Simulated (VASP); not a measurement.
# AlRu (P1) in VASP: a series of runs

Runs on AlRu. Level: LDA. Tasks: single point, relaxation of cell and atoms.

Everything below comes from runs of VASP 6.6.1. Logs are shortened: lines on timing, memory, paths and dates and some standing lists are left out, and cuts for length are marked.

## 1. The cell of the first run

The typed cell holds 2 atoms: a = 2.938 Å, b = 2.960 Å, c = 2.952 Å, α = 89.24°, β = 90.29°, γ = 89.13°.

## 2. Single point, LDA (atoms moved at random and the cell strained at random)

File INCAR:

```
  ALGO = Fast
  EDIFF = 1E-6
  ENCUT = 520
  GGA = CA
  ISIF = 2
  ISMEAR = 0
  LASPH = T
  LCHARG = F
  LREAL = F
  LWAVE = F
  NBANDS = 16
  NELM = 60
  PREC = Accurate
  SIGMA = 0.15
```

File KPOINTS:

```
k-points
0
Gamma
  12 12 12
```

File POSCAR:

```
AlRu
1.0
    2.9377610768      0.0224820181     -0.0076080687
    0.0224820181      2.9594384430      0.0195531680
   -0.0076080687      0.0195531680      2.9517811818
Al Ru
1 1
Direct
    0.0563676307      0.0579963887     -0.1296693801
    0.4436323693      0.4420036113      0.6296693801
```

Potentials or basis: VASP PAW LDA potentials, release 64 (Al, Ru_pv).

The run is started by

```
$ cat potpaw_LDA.64/Al/POTCAR potpaw_LDA.64/Ru_pv/POTCAR > POTCAR
$ mpirun -np 1 vasp_std > vasp.out
```

OUTCAR:

```text
EDIFF = 1E-6
   ENCUT = 520
   GGA = CA
   ISIF = 2
   ISMEAR = 0
   LASPH = T
   LREAL = F
   NELM = 60
   PREC = Accurate

 ion  position               nearest neighbor table
   1  0.056  0.058  0.870-   2 1.77   2 2.22   2 2.26   2 2.68   2 2.77   2 3.07   2 3.10
   2  0.444  0.442  0.630-   1 1.77   1 2.22   1 2.26   1 2.68   1 2.77   1 3.07   1 3.10

  LATTYP: Found a triclinic cell.
 ALAT       =     6.6191318370
 B/A-ratio  =     0.9954479840
 C/A-ratio  =     1.3495603236
 COS(alpha) =     0.0000153175
 COS(beta)  =     0.6003204813
 COS(gamma) =     0.7970520054

  Lattice vectors:

 A1 = (  -5.8980041717,  -3.0044024792,  -0.0043370306)
 A2 = (  -5.8831302223,  -0.0254108682,   2.9669973192)
 A3 = (  -2.9675089756,  -5.9804652401,  -5.9350606309)

Analysis of symmetry for initial positions (statically):
=====================================================================
 Subroutine PRICEL returns:
 Original cell was already a primitive cell.

 Routine SETGRP: Setting up the symmetry group for a
 triclinic supercell.

 Subroutine GETGRP returns: Found  1 space group operations
 (whereof  1 operations were pure point group operations)
 out of a pool of  2 trial point group operations.

The static configuration has the point symmetry C_1 .

Analysis of symmetry for dynamics (positions and initial velocities):
=====================================================================
 Subroutine PRICEL returns:
 Original cell was already a primitive cell.

 Routine SETGRP: Setting up the symmetry group for a
 triclinic supercell.

 Subroutine GETGRP returns: Found  1 space group operations
 (whereof  1 operations were pure point group operations)
 out of a pool of  2 trial point group operations.

The dynamic configuration has the point symmetry C_1 .

 Subroutine INISYM returns: Found  1 space group operations
 (whereof  1 operations are pure point group operations),
 and found     1 'primitive' translations

----------------------------------------------------------------------------------------

                                     Primitive cell

  volume of cell :      25.6604

  direct lattice vectors                    reciprocal lattice vectors
     2.937761077  0.022482018 -0.007608069     0.340417431 -0.002591966  0.000894579
     0.022482018  2.959438443  0.019553168    -0.002591966  0.337936468 -0.002245237
    -0.007608069  0.019553168  2.951781182     0.000894579 -0.002245237  0.338795678

  length of vectors
     2.937856952  2.959588428  2.951855748     0.340428474  0.337953866  0.338804299

  position of ions in fractional coordinates (direct lattice)
     0.056367631  0.057996389  0.870330620
     0.443632369  0.442003611  0.629669380

  ion indices of the primitive-cell ions
   primitive index   ion index
                 1           1
                 2           2

----------------------------------------------------------------------------------------

 KPOINTS: k-points

Automatic generation of k-mesh.
 Grid dimensions read from file:
 generate k-points for:   12   12   12

 Generating k-lattice:

  Cartesian coordinates                     Fractional coordinates (reciprocal lattice)
     0.028368119 -0.000215997  0.000074548     0.083333333 -0.000000000  0.000000000
    -0.000215997  0.028161372 -0.000187103    -0.000000000  0.083333333  0.000000000
     0.000074548 -0.000187103  0.028232973    -0.000000000 -0.000000000  0.083333333

  Length of vectors
     0.028369039  0.028162822  0.028233692

  Shift w.r.t. Gamma in fractional coordinates (k-lattice)
     0.000000000  0.000000000  0.000000000

 Subroutine IBZKPT returns following result:
 ===========================================

 Found    868 irreducible k-points:

 Following reciprocal coordinates:
            Coordinates               Weight
  0.000000  0.000000  0.000000      1.000000
  0.083333  0.000000  0.000000      2.000000
  0.166667 -0.000000 -0.000000      2.000000
  0.250000 -0.000000  0.000000      2.000000
  0.333333 -0.000000  0.000000      2.000000
  0.416667 -0.000000  0.000000      2.000000
[... 16 lines left out ...]
  0.250000  0.166667 -0.000000      2.000000
  0.333333  0.166667 -0.000000      2.000000
 [... further k-points ...]
   k-points           NKPTS =    868   k-points in BZ     NKDIM =    868   number of bands    NBANDS=     16
   number of dos      NEDOS =    301   number of ions     NIONS =      2
   total plane-waves  NPLWV =  13824
   dimension x,y,z NGX =    24 NGY =   24 NGZ =   24
   dimension x,y,z NGXF=    48 NGYF=   48 NGZF=   48
   ions per type =               1   1
   NGX,Y,Z   is equivalent  to a cutoff of  13.58, 13.48, 13.52 a.u.
   NGXF,Y,Z  is equivalent  to a cutoff of  27.16, 26.96, 27.03 a.u.
 SYSTEM =  unknown system
   PREC   = accura    normal or accurate (medium, high low for compatibility)
   ISTART =      0    job   : 0-new  1-cont  2-samecut
   ICHARG =      2    charge: 1-file 2-atom 10-const
   ISPIN  =      1    spin polarized calculation?
   LNONCOLLINEAR =      F non collinear calculations
   LSORBIT =      F    spin-orbit coupling
   LASPH  =      T    aspherical Exc in radial PAW
   ENCUT  =  520.0 eV  38.22 Ry    6.18 a.u.   5.46  5.50  5.49*2*pi/ulx,y,z
   NELM   =     60;   NELMIN=  2; NELMDL= -5     # of ELM steps
   EDIFF  = 0.1E-05   stopping-criterion for ELM
   LREAL  =      F    real-space projection
   EDIFFG = 0.1E-04   stopping-criterion for IOM
   NSW    =      0    number of steps for IOM
   IBRION =     -1    ionic relax: 0-MD 1-quasi-New 2-CG
   NFREE  =      0    steps in history (QN), initial steepest desc. (CG)
   ISIF   =      2    stress and relaxation
   ISYM   =      2    0-nonsym 1-usesym 2-fastsym
   POTIM  = 0.5000    time-step for ionic-motion
   TEBEG  =    0.0;   TEEND  =   0.0 temperature during run
   PSTRESS=    0.0 pullay stress
   NELECT =      17.0000    total number of electrons
   NUPDOWN=      -1.0000    fix difference up-down
   EMIN   =  10.00;   EMAX   =-10.00  energy-range for DOS
   EFERMI =   0.00;   METHOD = LEGACY
   ISMEAR =     0;   SIGMA  =   0.15  broadening in eV -4-tet -1-fermi 0-gaus
   EFERMI_NEDOS =   21; number of points for ismear=-14 and -15
   IALGO  =     68    algorithm
   IMIX   =      4    mixing-type and parameters
     AMIX     =   0.40;   BMIX     =  1.00
     AMIX_MAG =   1.60;   BMIX_MAG =  1.00
  volume/ion in A,a.u.               =      12.83        86.58
  Fermi-wavevector in a.u.,A,eV,Ry     =   1.427152  2.696926 27.711843  2.036763
  Thomas-Fermi vector in A             =   2.547352
   LORBIT       =      0    0 simple, 1 ext, 2 COOP (PROOUT), +10 PAW based schemes
   GGA     = CA    functional components
   LHFCALC =     F    Hartree Fock is set to
   AEXX    =    0.0000 exact exchange contribution
   IVDW    =     0    specifies the selected vdW correction
   LEPSILON=     F    determine dielectric tensor
   LRPA    =     F    only Hartree local field effects (RPA)
 non-spin polarized calculation
 RMM-DIIS sequential band-by-band and
 Gauss-broadening in eV      SIGMA  =   0.15
  energy-cutoff  :      520.00
  volume of cell :       25.66
 maximum number of plane-waves:       719
 NGX is ok and might be reduce to    24
   NGX = 11   NGY = 11   NGZ = 11

 number of electron      17.0000000 magnetization

 Free energy of the ion-electron system (eV)
  ---------------------------------------------------
  ext. energy  EPLUGINS =         0.00000000
  ---------------------------------------------------
  free energy    TOTEN  =       -10.67939775 eV

  energy without entropy =      -10.66123886  energy(sigma->0) =      -10.67031830

 E-fermi :  10.7790     XC(G=0): -12.7741

 val. band max:       10.7732543679   @ k =   0.5000   0.5000   0.3333
 cond. band min:      10.7799915151   @ k =  -0.1667  -0.2500   0.4167
 fundamental gap:      0.0067371471
 Fermi energy:        10.7789738064

 k-point     1 :       0.0000    0.0000    0.0000
  band No.  band energies     occupation
      1     -31.0109      2.00000
      2     -30.6484      2.00000
      3     -30.4217      2.00000
      4       1.5021      2.00000
      5       5.9757      2.00000
      6       6.7729      2.00000
[... 8 lines left out ...]
     15      23.8894      0.00000
     16      24.9313      0.00000

 k-point     2 :       0.0833    0.0000    0.0000
  band No.  band energies     occupation
      1     -31.0186      2.00000
      2     -30.6572      2.00000
      3     -30.4211      2.00000
      4       1.6475      2.00000
      5       6.0557      2.00000
      6       6.8236      2.00000
[... 8 lines left out ...]
     15      23.7681      0.00000
     16      25.3957      0.00000

 k-point     3 :       0.1667   -0.0000   -0.0000
  band No.  band energies     occupation
      1     -31.0422      2.00000
      2     -30.6788      2.00000
      3     -30.4189      2.00000
      4       2.0698      2.00000
      5       6.2573      2.00000
      6       6.9711      2.00000
[... 8 lines left out ...]
     15      23.4600      0.00000
     16      26.9144      0.00000

 k-point     4 :       0.2500   -0.0000    0.0000
  band No.  band energies     occupation
      1     -31.0806      2.00000
      2     -30.7027      2.00000
      3     -30.4148      2.00000
      4       2.7287      2.00000
      5       6.4744      2.00000
      6       7.1750      2.00000
[... 8 lines left out ...]
     15      23.4567      0.00000
     16      28.1411      0.00000
[... 324 lines left out ...]
 k-point    22 :       0.1667    0.1667   -0.0000
  band No.  band energies     occupation
      1     -31.0673      2.00000
      2     -30.7073      2.00000
      3     -30.4188      2.00000
      4       2.5688      2.00000
      5       6.6034      2.00000
      6       7.1338      2.00000
[... 8 lines left out ...]
     15      25.0308      0.00000
     16      25.5838      0.00000

 k-point    23 :       0.2500    0.1667   -0.0000
  band No.  band energies     occupation
      1     -31.0994      2.00000
      2     -30.7349      2.00000
      3     -30.4156      2.00000
      4       3.1711      2.00000
      5       6.9032      2.00000
      6       7.2905      2.00000
[... 8 lines left out ...]
     15      24.6020      0.00000
     16      25.7715      0.00000

 k-point    24 :       0.3333    0.1667   -0.0000
  band No.  band energies     occupation
      1     -31.1373      2.00000
      2     -30.7568      2.00000
      3     -30.4115      2.00000
      4       3.9236      2.00000
      5       6.9326      2.00000
      6       7.3873      2.00000
[... 8 lines left out ...]
     15      23.6387      0.00000
     16      26.1988      0.00000

 [... further k-points ...]
[... 5 lines left out ...]
  --------------------------------------------------------------------------------------
  -------------------------------------------------------------------------------------
  Total       17.2958934     16.6246631      4.7544355      9.2729251     -8.2289125     -7.8888704
  in kB     1079.9183195   1038.0081501    296.8567079    578.9814637   -513.7955686   -492.5640713
  external PRESSURE =     804.9277258 kB  Pullay stress =       0.0000000 kB

 VOLUME and BASIS-vectors are now :
 -----------------------------------------------------------------------------
  energy-cutoff  :      520.00
  volume of cell :       25.66
      direct lattice vectors                 reciprocal lattice vectors
     2.937761077  0.022482018 -0.007608069     0.340417431 -0.002591966  0.000894579
     0.022482018  2.959438443  0.019553168    -0.002591966  0.337936468 -0.002245237
    -0.007608069  0.019553168  2.951781182     0.000894579 -0.002245237  0.338795678

 POSITION                                       TOTAL-FORCE (eV/Angst)
 -----------------------------------------------------------------------------------
      0.16028      0.18992      2.56973       -11.220283    -11.753416     10.108179
      1.30843      1.33037      1.86391        11.220283     11.753416    -10.108179
 -----------------------------------------------------------------------------------
    total drift:                                0.000221      0.000418      0.000186

  FREE ENERGIE OF THE ION-ELECTRON SYSTEM (eV)
  ---------------------------------------------------
  free  energy   TOTEN  =       -10.6793977503 eV

  energy  without entropy=      -10.6612388589  energy(sigma->0) =      -10.67031830
```

Run time: 2.4 min. Hardware: 1 thread of AMD EPYC 9R45 (Zen 5), shared host; peak memory 0.39 GiB.

What came out:

- Free energy: -10.6794 eV
- Pressure: 80.5 GPa
- Largest force: 19.137 eV/Å
- Band gap on the k mesh: zero (an odd number of electrons rules out a gap without spin polarisation)

Forces on the atoms (eV/Å):
```
Al  -11.220 -11.753  10.108
Ru   11.220  11.753 -10.108
```

Stress tensor (GPa, compression positive):
```
107.99  57.90 -49.26
 57.90 103.80 -51.38
-49.26 -51.38  29.69
```

Levels at points of the mesh, in eV from the Fermi level:
| k point | band 6 | band 7 | band 8 | band 9 | band 10 | band 11 | band 12 | band 13 |
| --- | --- | --- | --- | --- | --- | --- | --- | --- |
| (0.00, 0.00, 0.00) | -4.01 | -0.82 | 0.19 | 0.25 | 6.69 | 7.16 | 8.95 | 11.10 |
| (0.50, 0.00, 0.00) | -3.46 | -2.30 | -1.60 | 0.33 | 2.14 | 8.54 | 10.20 | 12.58 |
| (0.00, 0.50, 0.00) | -3.49 | -2.24 | -1.58 | 0.34 | 2.02 | 8.51 | 10.34 | 12.67 |
| (0.50, 0.50, 0.00) | -1.76 | -1.44 | -0.09 | 0.33 | 1.13 | 4.94 | 5.93 | 12.49 |
| (0.00, 0.00, 0.50) | -4.26 | -1.62 | -1.42 | -0.33 | 2.87 | 9.13 | 10.96 | 11.42 |
| (0.50, 0.00, 0.50) | -2.04 | -1.49 | -0.51 | 0.40 | 1.32 | 5.31 | 6.56 | 12.23 |
| (0.00, 0.50, 0.50) | -1.99 | -1.53 | -0.58 | 0.46 | 1.27 | 5.41 | 6.37 | 12.57 |
| (0.50, 0.50, 0.50) | -4.24 | 1.20 | 1.43 | 2.11 | 3.73 | 4.42 | 5.72 | 9.73 |

Caveat: the cell differs from its parent crystal (atoms moved at random and the cell strained at random); atoms lie so close that the PAW spheres overlap strongly, which falsifies energies and pressures; the stress differs along the axes, from 30 to 108 GPa; forces of over 1 eV/Å act on the atoms, so gaps and moduli don't describe the material at rest.

(Part 1 of 2 ends here.)
